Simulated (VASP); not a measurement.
# In (P6_3/mmc) in VASP: notebook

In is run at these levels: PBEsol, PBE; tasks: elastic constants, vibrations by perturbation theory.

Everything below comes from runs of VASP 6.6.1. Logs are shortened: lines on timing, memory, paths and dates and some standing lists are left out, and cuts for length are marked.

## Step 1: The cell of the first run

The structure is hexagonal, space group P6_3/mmc (No. 194). Conventional cell: a = 3.335 Å, b = 3.335 Å, c = 5.509 Å, α = 90.00°, β = 90.00°, γ = 120.00°. In (site symmetry -6m2) has 12 In at 3.34 to 3.36 Å within 4.4 Å.

This isn't the form of In at room conditions, which is tetragonal.

## Step 2: Elastic constants, PBEsol

File INCAR:

```
  PREC = Accurate
  ENCUT = 600
  EDIFF = 1E-8
  ISMEAR = -1
  SIGMA = 0.05
  LREAL = False
  LASPH = True
  NELM = 100
  ALGO = Fast
  ISIF = 3
  LWAVE = False
  LCHARG = False
  GGA = PS
  NBANDS = 20
  IBRION = 6
  NFREE = 2
  POTIM = 0.015
  NSW = 1
```

File KPOINTS:

```
Automatic mesh
0
Gamma
  7 7 4
```

File POSCAR:

```
In
1.0
    3.3354847820      0.0000000000      0.0000000000
   -1.6677423910      2.8886145552      0.0000000000
    0.0000000000      0.0000000000      5.5091429200
In
2
Direct
    0.6666666667      0.3333333333      0.7500000000
    0.3333333333      0.6666666667      0.2500000000
```

Potentials or basis: VASP PAW PBE potentials, release 64 (In_d).

Started as:

```sh
$ cat potpaw_PBE.64/In_d/POTCAR > POTCAR
$ mpirun -np 1 vasp_std > vasp.out
```

OUTCAR:

```text
PREC = Accurate
   ENCUT = 600
   EDIFF = 1E-8
   ISMEAR = -1
   LREAL = False
   LASPH = True
   NELM = 100
   ISIF = 3
   GGA = PS
   IBRION = 6
   NFREE = 2
   POTIM = 0.015
   NSW = 1

 ion  position               nearest neighbor table
   1  0.667  0.333  0.750-   2 3.36   2 3.36   2 3.36   2 3.36   2 3.36   2 3.36
   2  0.333  0.667  0.250-   1 3.36   1 3.36   1 3.36   1 3.36   1 3.36   1 3.36

  LATTYP: Found a hexagonal cell.
 ALAT       =     3.3354847820
 C/A-ratio  =     1.6516768266

  Lattice vectors:

 A1 = (   3.3354847820,   0.0000000000,   0.0000000000)
 A2 = (  -1.6677423910,   2.8886145552,   0.0000000000)
 A3 = (   0.0000000000,   0.0000000000,   5.5091429200)

Analysis of symmetry for initial positions (statically):
=====================================================================
 Subroutine PRICEL returns:
 Original cell was already a primitive cell.

 Routine SETGRP: Setting up the symmetry group for a
 hexagonal supercell.

 Subroutine GETGRP returns: Found 24 space group operations
 (whereof 12 operations were pure point group operations)
 out of a pool of 24 trial point group operations.

The static configuration has the point symmetry D_3d.
 The point group associated with its full space group is D_6h.

Analysis of symmetry for dynamics (positions and initial velocities):
=====================================================================
 Subroutine PRICEL returns:
 Original cell was already a primitive cell.

 Routine SETGRP: Setting up the symmetry group for a
 hexagonal supercell.

 Subroutine GETGRP returns: Found 24 space group operations
 (whereof 12 operations were pure point group operations)
 out of a pool of 24 trial point group operations.

The dynamic configuration has the point symmetry D_3d.
 The point group associated with its full space group is D_6h.

 Subroutine INISYM returns: Found 24 space group operations
 (whereof 12 operations are pure point group operations),
 and found     1 'primitive' translations

----------------------------------------------------------------------------------------

                                     Primitive cell

  volume of cell :      53.0802

  direct lattice vectors                    reciprocal lattice vectors
     3.335484782  0.000000000  0.000000000     0.299806495  0.173093360  0.000000000
    -1.667742391  2.888614555  0.000000000     0.000000000  0.346186721  0.000000000
     0.000000000  0.000000000  5.509142920     0.000000000  0.000000000  0.181516438

  length of vectors
     3.335484782  3.335484782  5.509142920     0.346186721  0.346186721  0.181516438

  position of ions in fractional coordinates (direct lattice)
     0.666666667  0.333333333  0.750000000
     0.333333333  0.666666667  0.250000000

  ion indices of the primitive-cell ions
   primitive index   ion index
                 1           1
                 2           2

----------------------------------------------------------------------------------------

 KPOINTS: Automatic mesh
[... 112 lines left out ...]
  ---------------------------------------------------
  ext. energy  EPLUGINS =         0.00000000
  ---------------------------------------------------
  free energy    TOTEN  =        -5.94247393 eV

  energy without entropy =       -5.93599503  energy(sigma->0) =       -5.93923448

------------------------ aborting loop because EDIFF is reached ----------------------------------------

  FORCE on cell =-STRESS in cart. coord.  units (eV):
  Direction    XX          YY          ZZ          XY          YZ          ZX
  --------------------------------------------------------------------------------------
  -------------------------------------------------------------------------------------
  Total       -0.4457199     -0.4457199     -0.7968501      0.0000000      0.0000000      0.0000000
  in kB      -13.4536454    -13.4536454    -24.0521892      0.0000000      0.0000000      0.0000000
  external PRESSURE =     -16.9864933 kB  Pullay stress =       0.0000000 kB
[... 89 lines left out ...]
  FREE ENERGIE OF THE ION-ELECTRON SYSTEM (eV)
  ---------------------------------------------------
  free  energy   TOTEN  =        -5.9461787454 eV

  energy  without entropy=       -5.9402325708  energy(sigma->0) =       -5.94320566

[... ionic steps 4 to 14 ...]

--------------------------------------- Ionic step       15  -------------------------------------------

 number of electron      25.9999997 magnetization

------------------------ aborting loop because EDIFF is reached ----------------------------------------
[... 67 lines left out ...]
--------------------------------------- Ionic step       17  -------------------------------------------

 number of electron      26.0000001 magnetization

 Free energy of the ion-electron system (eV)
  ---------------------------------------------------
  ext. energy  EPLUGINS =         0.00000000
  ---------------------------------------------------
  free energy    TOTEN  =        -5.94217548 eV

  energy without entropy =       -5.93567273  energy(sigma->0) =       -5.93892410

 E-fermi :   7.2664     XC(G=0): -10.3405

 val. band max:        6.8132831616   @ k =   0.1429   0.0000   0.2500
 cond. band min:       7.2694129652   @ k =   0.4286   0.0000   0.2500
 fundamental gap:      0.4561298036
 Fermi energy:         7.2663731256

 k-point     1 :       0.0000    0.0000    0.0000
  band No.  band energies     occupation
      1      -7.4095      2.00000
      2      -7.3530      2.00000
      3      -7.3211      2.00000
      4      -7.3211      2.00000
      5      -7.2943      2.00000
      6      -7.2943      2.00000
[... 541 lines left out ...]
     19      17.6896      0.00000
     20      17.7106      0.00000

 [... further k-points ...]

------------------------ aborting loop because EDIFF is reached ----------------------------------------

  FORCE on cell =-STRESS in cart. coord.  units (eV):
  Direction    XX          YY          ZZ          XY          YZ          ZX
  --------------------------------------------------------------------------------------
  -------------------------------------------------------------------------------------
  Total       -0.4503827     -0.4503827     -0.7994500     -0.0000000      0.0000000      0.0000000
  in kB      -13.5943902    -13.5943902    -24.1306642     -0.0000000      0.0000000      0.0000000
  external PRESSURE =     -17.1064815 kB  Pullay stress =       0.0000000 kB
[... 17 lines left out ...]
  FREE ENERGIE OF THE ION-ELECTRON SYSTEM (eV)
  ---------------------------------------------------
  free  energy   TOTEN  =        -5.9421754783 eV

  energy  without entropy=       -5.9356727305  energy(sigma->0) =       -5.93892410

 INTERNAL STRAIN TENSORS FROM STRAINED CELLS
 ============================================

 INTERNAL STRAIN TENSOR FOR ION    1 for displacements in x,y,z  (eV/Angst):
          X           Y           Z          XY          YZ          ZX
  --------------------------------------------------------------------------------
  x    -0.00000    -0.00000     0.00000     0.38761     0.00000     0.00000
  y     0.35902    -0.38198     0.00000    -0.00004    -0.00002    -0.00002
  z    -0.00000     0.00000     0.00000    -0.00000    -0.07781     0.00000

 INTERNAL STRAIN TENSORS FROM DISPLACED ATOMS
 ============================================

 INTERNAL STRAIN TENSOR FOR ION    1 for displacements in x,y,z  (eV/Angst):
          X           Y           Z          XY          YZ          ZX
  --------------------------------------------------------------------------------
  x     0.00000     0.00000     0.00000     0.40035     0.00000     0.00000
  y     0.40035    -0.40035     0.00000     0.00000     0.00000     0.00000
  z     0.00000     0.00000     0.00000     0.00000     0.00000     0.00000

 INTERNAL STRAIN TENSOR FOR ION    2 for displacements in x,y,z  (eV/Angst):
          X           Y           Z          XY          YZ          ZX
  --------------------------------------------------------------------------------
  x     0.00000     0.00000     0.00000    -0.40035     0.00000     0.00000
  y    -0.40035     0.40035    -0.00000     0.00000     0.00000     0.00000
  z    -0.00000    -0.00000    -0.00000     0.00000     0.00000     0.00000

 Eigenvectors and eigenvalues of the dynamical matrix
 ----------------------------------------------------

   1 f  =    3.296307 THz    20.711308 2PiTHz  109.952968 cm-1    13.632425 meV
             X         Y         Z           dx          dy          dz
      1.667742  0.962872  4.131857     0.000000   -0.000000    0.707107
     -0.000000  1.925743  1.377286     0.000000   -0.000000   -0.707107
[... 16 lines left out ...]
   5 f  =    0.000000 THz     0.000000 2PiTHz    0.000000 cm-1     0.000000 meV
             X         Y         Z           dx          dy          dz
      1.667742  0.962872  4.131857     0.706712    0.014451   -0.018682
     -0.000000  1.925743  1.377286     0.706712    0.014451   -0.018682

   6 f/i=    0.000000 THz     0.000000 2PiTHz    0.000001 cm-1     0.000000 meV
             X         Y         Z           dx          dy          dz
      1.667742  0.962872  4.131857    -0.008418   -0.368462   -0.603461
     -0.000000  1.925743  1.377286    -0.008418   -0.368462   -0.603461

--------------------------------------------------------------------------------------------------------

 ELASTIC MODULI CONTR FROM IONIC RELAXATION (kBar)
 Direction    XX          YY          ZZ          XY          YZ          ZX
 --------------------------------------------------------------------------------
 XX         -20.3383     20.3383     -0.0000     -0.0000      0.0000      0.0000
 YY          20.3383    -20.3383      0.0000      0.0000      0.0000      0.0000
 ZZ          -0.0000      0.0000     -0.0000      0.0000      0.0000      0.0000
 XY           0.0000      0.0000      0.0000    -20.3383      0.0000      0.0000
 YZ           0.0000      0.0000      0.0000      0.0000      0.0000      0.0000
 ZX           0.0000      0.0000      0.0000      0.0000      0.0000      0.0000
 --------------------------------------------------------------------------------

 TOTAL ELASTIC MODULI (kBar)
 Direction    XX          YY          ZZ          XY          YZ          ZX
 --------------------------------------------------------------------------------
 XX         783.9145    445.6720    -63.0144     -0.0000      0.0000      0.0000
 YY         445.6720    783.9145    -63.0144      0.0000      0.0000      0.0000
 ZZ         -63.0144    -63.0144   1075.5391      0.0000      0.0000     -0.0000
 XY           0.0000      0.0000      0.0000    169.1212      0.0000     -0.0000
 YZ           0.0000      0.0000      0.0000      0.0000    -34.6927      0.0000
 ZX           0.0000      0.0000     -0.0000     -0.0000      0.0000    -34.6927
 --------------------------------------------------------------------------------
```

Run time: 38 min. Hardware: 1 thread of Intel Xeon 8259CL, shared host; peak memory 0.33 GiB.

What came out:

* Voigt bulk modulus: 36 GPa
* Highest phonon frequency at Γ: 110 cm⁻¹

Phonon frequencies in cm⁻¹ (negative: imaginary):
```tsv
q point	frequencies
(0.000, 0.000, 0.000)	0 0 0 34 34 110
```

Elastic tensor in Voigt notation (GPa, in the Cartesian axes of the cell as first typed):
```
 78  45  -6   0   0   0
 45  78  -6   0   0   0
 -6  -6 108   0   0   0
  0   0   0  -3   0   0
  0   0   0   0  -3   0
  0   0   0   0   0  17
```

Clamped-ion elastic tensor (GPa):
```
 80  43  -6   0   0   0
 43  80  -6   0   0   0
 -6  -6 108   0   0   0
  0   0   0  -3   0   0
  0   0   0   0  -3   0
  0   0   0   0   0  19
```

Caveat: the cell is under stress, which shifts elastic constants; the elastic tensor has a negative eigenvalue, so either the cell is unstable as it stands or the mesh is too thin; the PAW data sets were made with another functional, which shifts forces and pressure a little; spin-orbit coupling is left out, which moves the levels of the heavy elements.

## Step 3: Vibrations by perturbation theory, PBE

File INCAR:

```
SYSTEM = In
PREC = Accurate
ENCUT = 520
EDIFF = 1E-8
ISMEAR = -1
SIGMA = 0.05
LREAL = .FALSE.
LASPH = .TRUE.
NELM = 80
ALGO = Normal
ISIF = 2
LWAVE = .FALSE.
LCHARG = .FALSE.
GGA = PE
IBRION = 8
NSW = 1
```

File KPOINTS:

```
regular mesh
0
G
  7 7 4
  0 0 0
```

POSCAR is that of step 2.

Potentials or basis: VASP PAW PBE potentials, release 64 (In_d).

Started as:

```sh
$ cat potpaw_PBE.64/In_d/POTCAR > POTCAR
$ mpirun -np 1 vasp_std > vasp.out
```

OUTCAR:

```text
SYSTEM = In
   PREC = Accurate
   ENCUT = 520
   EDIFF = 1E-8
   ISMEAR = -1
   LREAL = .FALSE.
   LASPH = .TRUE.
   NELM = 80
   ISIF = 2
   GGA = PE
   IBRION = 8
   NSW = 1

 ion  position               nearest neighbor table
   1  0.667  0.333  0.750-   2 3.36   2 3.36   2 3.36   2 3.36   2 3.36   2 3.36
   2  0.333  0.667  0.250-   1 3.36   1 3.36   1 3.36   1 3.36   1 3.36   1 3.36

  LATTYP: Found a hexagonal cell.
 ALAT       =     3.3354847820
 C/A-ratio  =     1.6516768266

  Lattice vectors:

 A1 = (   3.3354847820,   0.0000000000,   0.0000000000)
 A2 = (  -1.6677423910,   2.8886145552,   0.0000000000)
 A3 = (   0.0000000000,   0.0000000000,   5.5091429200)

Analysis of symmetry for initial positions (statically):
=====================================================================
 Subroutine PRICEL returns:
[... 710 lines left out ...]
------------------------ aborting loop because EDIFF is reached ----------------------------------------

 INTERNAL STRAIN TENSOR  FOR ION    1  DIRECTION 3   (eV/Angst):
 -----------------------------------------------------------------------------
    -0.00182 -0.00000  0.00000
    -0.00000 -0.00182  0.00000
     0.00000 -0.00000  0.00708

 INTERNAL STRAIN TENSOR FOR ION    2 for displacements in x,y,z  (eV/Angst):
          X           Y           Z          XY          YZ          ZX
  --------------------------------------------------------------------------------
  x     0.00000     0.00000     0.00000    -0.41528     0.00000     0.00000
  y    -0.41528     0.41528     0.00000    -0.00000     0.00000     0.00000
  z     0.00000    -0.00000     0.00000     0.00000     0.00000     0.00000

 SECOND DERIVATIVES (NOT SYMMETRIZED)
 ------------------------------------
               1X          1Y          1Z          2X          2Y          2Z
  1X    -0.269310   -0.000000    0.000000    0.269310    0.000000    0.000000
  1Y     0.000000   -0.269310    0.000000    0.000000    0.269310    0.000000
  1Z     0.000000    0.000000   -3.071781   -0.000000    0.000000    3.071781
  2X     0.269310    0.000000    0.000000   -0.269310   -0.000000    0.000000
  2Y     0.000000    0.269310    0.000000    0.000000   -0.269310    0.000000
  2Z    -0.000000    0.000000    3.071781    0.000000    0.000000   -3.071781

 Eigenvectors and eigenvalues of the dynamical matrix
 ----------------------------------------------------

   1 f  =    3.616197 THz    22.721236 2PiTHz  120.623348 cm-1    14.955382 meV
             X         Y         Z           dx          dy          dz
      1.667742  0.962872  4.131857     0.000000    0.000000   -0.707107
     -0.000000  1.925743  1.377286    -0.000000    0.000000    0.707107
[... 21 lines left out ...]
   6 f  =    0.000000 THz     0.000000 2PiTHz    0.000000 cm-1     0.000000 meV
             X         Y         Z           dx          dy          dz
      1.667742  0.962872  4.131857    -0.000000    0.000000    0.707107
     -0.000000  1.925743  1.377286     0.000000    0.000000    0.707107

--------------------------------------------------------------------------------------------------------

 ELASTIC MODULI CONTR FROM IONIC RELAXATION (kBar)
 Direction    XX          YY          ZZ          XY          YZ          ZX
 --------------------------------------------------------------------------------
 XX         -19.3287     19.3287      0.0000     -0.0000     -0.0000      0.0000
 YY          19.3287    -19.3287      0.0000      0.0000      0.0000      0.0000
 ZZ           0.0000      0.0000      0.0000      0.0000      0.0000      0.0000
 XY          -0.0000      0.0000      0.0000    -19.3287      0.0000      0.0000
 YZ          -0.0000      0.0000      0.0000      0.0000     -0.0000      0.0000
 ZX           0.0000      0.0000      0.0000      0.0000      0.0000      0.0000
 --------------------------------------------------------------------------------
```

stdout:

```text
POSCAR found type information on POSCAR In
 POSCAR found :  1 types and       2 ions
 scaLAPACK will be used
 LDA part: xc-table for (Slater+PW92), standard interpolation
 POSCAR, INCAR and KPOINTS ok, starting setup
 FFT: planning ... GRIDC
 FFT: planning ... GRID_SOFT
 FFT: planning ... GRID
 WAVECAR not read
 entering main loop
 Linear response reoptimize wavefunctions to high precision
 Linear response DOF=           2
 Linear response progress:
 first order change of Fermi-energy   0.51437E-05
 force on displaced ion       1 direction 1 :  -0.269  -0.000   0.000
 Linear response progress:
 first order change of Fermi-energy   0.48052E-04
 force on displaced ion       1 direction 3 :  -0.000   0.000  -3.072
 Linear response finished
```

Run time: 4 min. Hardware: 1 thread of AMD EPYC 7R43 (Zen 3), shared host; peak memory 0.26 GiB.

Results:

```
Highest phonon frequency at Γ : 121 cm⁻¹
```

Phonon frequencies in cm⁻¹ (negative: imaginary):
| q point | frequencies |
| --- | --- |
| (0.000, 0.000, 0.000) | 0 0 0 36 36 121 |

Caveat: the cell stands under pressure or tension, which shifts response properties; spin-orbit coupling is left out, which moves the levels of the heavy elements.
